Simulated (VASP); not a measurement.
# GaP (F-43m) in VASP: single point with HSE06

Aim: the single point of GaP with HSE06.

Everything below comes from runs of VASP 6.6.1. Logs are shortened: lines on timing, memory, paths and dates and some standing lists are left out, and cuts for length are marked.

**1. The cell of the first run**

The structure is cubic, space group F-43m (No. 216). The conventional cell has a = 5.434 Å, b = 5.434 Å, c = 5.434 Å, α = 90.00°, β = 90.00°, γ = 90.00°. Ga (site symmetry -43m) has 4 P at 2.35 Å within 3.1 Å. P (site symmetry -43m) has 4 Ga at 2.35 Å within 3.1 Å.

**2. Single point, HSE06**

Contents of POSCAR:

```
GaP
1.0
    0.0000000000      2.7169056396      2.7169056396
    2.7169056396      0.0000000000      2.7169056396
    2.7169056396      2.7169056396      0.0000000000
Ga P
1 1
Direct
    0.0000000000      0.0000000000      0.0000000000
    0.2500000000      0.2500000000      0.2500000000
```

Contents of INCAR.step1:

```
SYSTEM = GaP
PREC = Accurate
ENCUT = 400
EDIFF = 1E-5
ISMEAR = 0
SIGMA = 0.01
LREAL = .False.
LASPH = .True.
NELM = 120
ALGO = Normal
ISIF = 2
LWAVE = .True.
LCHARG = .False.
GGA = PE
NBANDS = 16
GGA_COMPAT = .False.
```

Contents of INCAR.step2:

```
SYSTEM = GaP
PREC = Accurate
ENCUT = 400
EDIFF = 1E-6
ISMEAR = 0
SIGMA = 0.01
LREAL = .False.
LASPH = .True.
NELM = 120
ALGO = Normal
ISIF = 2
LWAVE = .False.
LCHARG = .False.
GGA = PE
LHFCALC = .True.
HFSCREEN = 0.2079
PRECFOCK = Normal
ISTART = 1
NBANDS = 16
GGA_COMPAT = .False.
```

Contents of KPOINTS:

```
Automatic mesh
0
Gamma
  6 6 6
  0 0 0
```

Potentials or basis: VASP PAW PBE potentials, release 64 (Ga_d, P).

Started as:

```sh
cat potpaw_PBE.64/Ga_d/POTCAR potpaw_PBE.64/P/POTCAR > POTCAR
cp INCAR.step1 INCAR
mpirun -np 1 vasp_std > vasp.out
cp INCAR.step2 INCAR
mpirun -np 1 vasp_std > vasp.out
```

OUTCAR:

```text
SYSTEM = GaP
   PREC = Accurate
   ENCUT = 400
   EDIFF = 1E-6
   ISMEAR = 0
   LREAL = .False.
   LASPH = .True.
   NELM = 120
   ISIF = 2
   GGA = PE
   LHFCALC = .True.
   HFSCREEN = 0.2079
   PRECFOCK = Normal
   ISTART = 1

 ion  position               nearest neighbor table
   1  0.000  0.000  0.000-   2 2.35   2 2.35   2 2.35   2 2.35
   2  0.250  0.250  0.250-   1 2.35   1 2.35   1 2.35   1 2.35

  LATTYP: Found a face centered cubic cell.
 ALAT       =     5.4338112792

  Lattice vectors:

 A1 = (   0.0000000000,   2.7169056396,   2.7169056396)
 A2 = (   2.7169056396,   0.0000000000,   2.7169056396)
 A3 = (   2.7169056396,   2.7169056396,   0.0000000000)

Analysis of symmetry for initial positions (statically):
=====================================================================
 Subroutine PRICEL returns:
 Original cell was already a primitive cell.

 Routine SETGRP: Setting up the symmetry group for a
 face centered cubic supercell.

 Subroutine GETGRP returns: Found 24 space group operations
 (whereof 24 operations were pure point group operations)
 out of a pool of 48 trial point group operations.

The static configuration has the point symmetry T_d .

Analysis of symmetry for dynamics (positions and initial velocities):
=====================================================================
 Subroutine PRICEL returns:
 Original cell was already a primitive cell.

 Routine SETGRP: Setting up the symmetry group for a
 face centered cubic supercell.

 Subroutine GETGRP returns: Found 24 space group operations
 (whereof 24 operations were pure point group operations)
 out of a pool of 48 trial point group operations.

The dynamic configuration has the point symmetry T_d .

 Subroutine INISYM returns: Found 24 space group operations
 (whereof 24 operations are pure point group operations),
 and found     1 'primitive' translations

----------------------------------------------------------------------------------------

                                     Primitive cell

  volume of cell :      40.1101

  direct lattice vectors                    reciprocal lattice vectors
     0.000000000  2.716905640  2.716905640    -0.184032891  0.184032891  0.184032891
     2.716905640  0.000000000  2.716905640     0.184032891 -0.184032891  0.184032891
     2.716905640  2.716905640  0.000000000     0.184032891  0.184032891 -0.184032891

  length of vectors
     3.842284803  3.842284803  3.842284803     0.318754318  0.318754318  0.318754318

  position of ions in fractional coordinates (direct lattice)
     0.000000000  0.000000000  0.000000000
     0.250000000  0.250000000  0.250000000

  ion indices of the primitive-cell ions
   primitive index   ion index
                 1           1
                 2           2

----------------------------------------------------------------------------------------

 KPOINTS: Automatic mesh

Automatic generation of k-mesh.
 Grid dimensions read from file:
 generate k-points for:    6    6    6

 Generating k-lattice:

  Cartesian coordinates                     Fractional coordinates (reciprocal lattice)
    -0.030672149  0.030672149  0.030672149     0.166666667  0.000000000  0.000000000
     0.030672149 -0.030672149  0.030672149     0.000000000  0.166666667  0.000000000
     0.030672149  0.030672149 -0.030672149     0.000000000  0.000000000  0.166666667

  Length of vectors
     0.053125720  0.053125720  0.053125720

  Shift w.r.t. Gamma in fractional coordinates (k-lattice)
     0.000000000  0.000000000  0.000000000

 Subroutine IBZKPT returns following result:
 ===========================================

 Found     16 irreducible k-points:

 Following reciprocal coordinates:
            Coordinates               Weight
  0.000000  0.000000  0.000000      1.000000
  0.166667  0.000000  0.000000      8.000000
  0.333333  0.000000  0.000000      8.000000
  0.500000  0.000000  0.000000      4.000000
  0.166667  0.166667  0.000000      6.000000
  0.333333  0.166667  0.000000     24.000000
[... 8 lines left out ...]
 -0.333333  0.333333  0.166667     24.000000
 -0.333333  0.500000  0.166667     12.000000
   k-points           NKPTS =     16   k-points in BZ     NKDIM =    216   number of bands    NBANDS=     16
   number of dos      NEDOS =    301   number of ions     NIONS =      2
   total plane-waves  NPLWV =  21952
   dimension x,y,z NGX =    28 NGY =   28 NGZ =   28
   dimension x,y,z NGXF=    56 NGYF=   56 NGZF=   56
   ions per type =               1   1
   NGX,Y,Z   is equivalent  to a cutoff of  12.11, 12.11, 12.11 a.u.
   NGXF,Y,Z  is equivalent  to a cutoff of  24.23, 24.23, 24.23 a.u.
 SYSTEM =  GaP
   PREC   = accura    normal or accurate (medium, high low for compatibility)
   ISTART =      1    job   : 0-new  1-cont  2-samecut
   ICHARG =      0    charge: 1-file 2-atom 10-const
   ISPIN  =      1    spin polarized calculation?
   LNONCOLLINEAR =      F non collinear calculations
   LSORBIT =      F    spin-orbit coupling
   LASPH  =      T    aspherical Exc in radial PAW
   ENCUT  =  400.0 eV  29.40 Ry    5.42 a.u.   6.27  6.27  6.27*2*pi/ulx,y,z
   NELM   =    120;   NELMIN=  2; NELMDL=  0     # of ELM steps
   EDIFF  = 0.1E-05   stopping-criterion for ELM
   LREAL  =      F    real-space projection
   EDIFFG = 0.1E-04   stopping-criterion for IOM
   NSW    =      0    number of steps for IOM
   IBRION =     -1    ionic relax: 0-MD 1-quasi-New 2-CG
   NFREE  =      0    steps in history (QN), initial steepest desc. (CG)
   ISIF   =      2    stress and relaxation
   ISYM   =      3    0-nonsym 1-usesym 2-fastsym
   POTIM  = 0.5000    time-step for ionic-motion
   TEBEG  =    0.0;   TEEND  =   0.0 temperature during run
   PSTRESS=    0.0 pullay stress
   NELECT =      18.0000    total number of electrons
   NUPDOWN=      -1.0000    fix difference up-down
   EMIN   =  10.00;   EMAX   =-10.00  energy-range for DOS
   EFERMI =   0.00;   METHOD = LEGACY
   ISMEAR =     0;   SIGMA  =   0.01  broadening in eV -4-tet -1-fermi 0-gaus
   EFERMI_NEDOS =   21; number of points for ismear=-14 and -15
   IALGO  =     38    algorithm
   IMIX   =      1    mixing-type and parameters
     AMIX     =   0.40;   BMIX     =  1.00
     AMIX_MAG =   1.60;   BMIX_MAG =  1.00
  volume/ion in A,a.u.               =      20.06       135.34
  Fermi-wavevector in a.u.,A,eV,Ry     =   1.253375  2.368536 21.374066  1.570949
  Thomas-Fermi vector in A             =   2.387231
   LORBIT       =      0    0 simple, 1 ext, 2 COOP (PROOUT), +10 PAW based schemes
   GGA     = PE    functional components
   LHFCALC =     T    Hartree Fock is set to
   PRECFOCK=normal    Normal, Fast or Accurate (Low or Medium for compatibility)
   ENCUT4O =  -1.0   cutoff for four orbital integrals eV
   NKREDX  =     1    reduce k-point grid by
   NKREDY  =     1    reduce k-point grid by
   NKREDZ  =     1    reduce k-point grid by
   AEXX    =    0.2500 exact exchange contribution
   HFSCREEN=    0.2079 screening length (either q_TF or 0.3 A-1)
   HFSCREENC=   0.2079 screening length for correlation (either q_TF or 0.3 A-1)
   ENCUTFOCK=  -1.0 apply spherical cutoff to Coloumb kernel
   IVDW    =     0    specifies the selected vdW correction
   LEPSILON=     F    determine dielectric tensor
   LRPA    =     F    only Hartree local field effects (RPA)
 non-spin polarized calculation
 Gauss-broadening in eV      SIGMA  =   0.01
  energy-cutoff  :      400.00
  volume of cell :       40.11
 maximum number of plane-waves:       745
 NGX is ok and might be reduce to    28
  NGX = 20; NGY = 20; NGZ = 20

 number of electron      18.0000014 magnetization

 Free energy of the ion-electron system (eV)
  ---------------------------------------------------
  ext. energy  EPLUGINS =         0.00000000
  ---------------------------------------------------
  free energy    TOTEN  =       -10.77479647 eV

  energy without entropy =      -10.77479647  energy(sigma->0) =      -10.77479647

 E-fermi :   4.3591     XC(G=0):  -8.1890

 val. band max:        4.3086593739   @ k =   0.0000   0.0000   0.0000
 cond. band min:       6.5823912084   @ k =   0.5000   0.5000   0.0000
 fundamental gap:      2.2737318345
 Fermi energy:         4.3590926134

 k-point     1 :       0.0000    0.0000    0.0000
  band No.  band energies     occupation
      1     -12.7549      2.00000
      2     -12.7549      2.00000
      3     -12.7549      2.00000
      4     -12.6510      2.00000
      5     -12.6510      2.00000
      6      -9.5455      2.00000
[... 8 lines left out ...]
     15      15.2281      0.00000
     16      15.2281      0.00000

 k-point     2 :       0.1667    0.0000    0.0000
  band No.  band energies     occupation
      1     -12.7704      2.00000
      2     -12.7474      2.00000
      3     -12.7474      2.00000
      4     -12.6510      2.00000
      5     -12.6510      2.00000
      6      -9.1596      2.00000
[... 8 lines left out ...]
     15      14.3191      0.00000
     16      15.5008      0.00000

 k-point     3 :       0.3333    0.0000    0.0000
  band No.  band energies     occupation
      1     -12.8003      2.00000
      2     -12.7352      2.00000
      3     -12.7352      2.00000
      4     -12.6486      2.00000
      5     -12.6486      2.00000
      6      -8.1235      2.00000
[... 8 lines left out ...]
     15      15.0899      0.00000
     16      15.0899      0.00000

 k-point     4 :       0.5000    0.0000    0.0000
  band No.  band energies     occupation
      1     -12.8143      2.00000
      2     -12.7305      2.00000
      3     -12.7305      2.00000
      4     -12.6454      2.00000
      5     -12.6454      2.00000
      6      -7.2866      2.00000
[... 8 lines left out ...]
     15      17.3409      0.00000
     16      17.3409      0.00000
[... 172 lines left out ...]
 k-point    14 :       0.5000    0.3333    0.1667
  band No.  band energies     occupation
      1     -12.8215      2.00000
      2     -12.7220      2.00000
      3     -12.7116      2.00000
      4     -12.6643      2.00000
      5     -12.6417      2.00000
      6      -7.2681      2.00000
[... 8 lines left out ...]
     15      17.5032      0.00000
     16      19.0732      0.00000

 k-point    15 :      -0.3333    0.3333    0.1667
  band No.  band energies     occupation
      1     -12.8260      2.00000
      2     -12.7220      2.00000
      3     -12.7051      2.00000
      4     -12.6618      2.00000
      5     -12.6446      2.00000
      6      -6.5550      2.00000
[... 8 lines left out ...]
     15      18.1861      0.00000
     16      18.5015      0.00000

 k-point    16 :      -0.3333    0.5000    0.1667
  band No.  band energies     occupation
      1     -12.8368      2.00000
      2     -12.7117      2.00000
      3     -12.6966      2.00000
      4     -12.6714      2.00000
      5     -12.6394      2.00000
      6      -6.2242      2.00000
[... 8 lines left out ...]
     15      17.6494      0.00000
     16      19.4316      0.00000

------------------------ aborting loop because EDIFF is reached ----------------------------------------

  FORCE on cell =-STRESS in cart. coord.  units (eV):
  Direction    XX          YY          ZZ          XY          YZ          ZX
  --------------------------------------------------------------------------------------
  -------------------------------------------------------------------------------------
  Total        0.2930497      0.2930497      0.2930497     -0.0000000      0.0000000     -0.0000000
  in kB       11.7057209     11.7057209     11.7057209     -0.0000000      0.0000000     -0.0000000
  external PRESSURE =      11.7057209 kB  Pullay stress =       0.0000000 kB

 VOLUME and BASIS-vectors are now :
 -----------------------------------------------------------------------------
  energy-cutoff  :      400.00
  volume of cell :       40.11
      direct lattice vectors                 reciprocal lattice vectors
     0.000000000  2.716905640  2.716905640    -0.184032891  0.184032891  0.184032891
     2.716905640  0.000000000  2.716905640     0.184032891 -0.184032891  0.184032891
     2.716905640  2.716905640  0.000000000     0.184032891  0.184032891 -0.184032891

 POSITION                                       TOTAL-FORCE (eV/Angst)
 -----------------------------------------------------------------------------------
      0.00000      0.00000      0.00000        -0.000000     -0.000000     -0.000000
      1.35845      1.35845      1.35845         0.000000      0.000000      0.000000
 -----------------------------------------------------------------------------------
    total drift:                                0.000046      0.000039      0.000026

  FREE ENERGIE OF THE ION-ELECTRON SYSTEM (eV)
  ---------------------------------------------------
  free  energy   TOTEN  =       -10.7747964720 eV

  energy  without entropy=      -10.7747964720  energy(sigma->0) =      -10.77479647
```

Run time: 37 min. Hardware: 1 thread of AMD EPYC 7R13 (Zen 3), shared host; peak memory 0.24 GiB.

What came out:

```
Free energy            : -10.7748 eV
Pressure               : 1.2 GPa
Band gap on the k mesh : 2.27 eV (least direct gap 2.88 eV)
```

Caveat: the PAW data sets were made with another functional, which shifts forces and pressure a little.
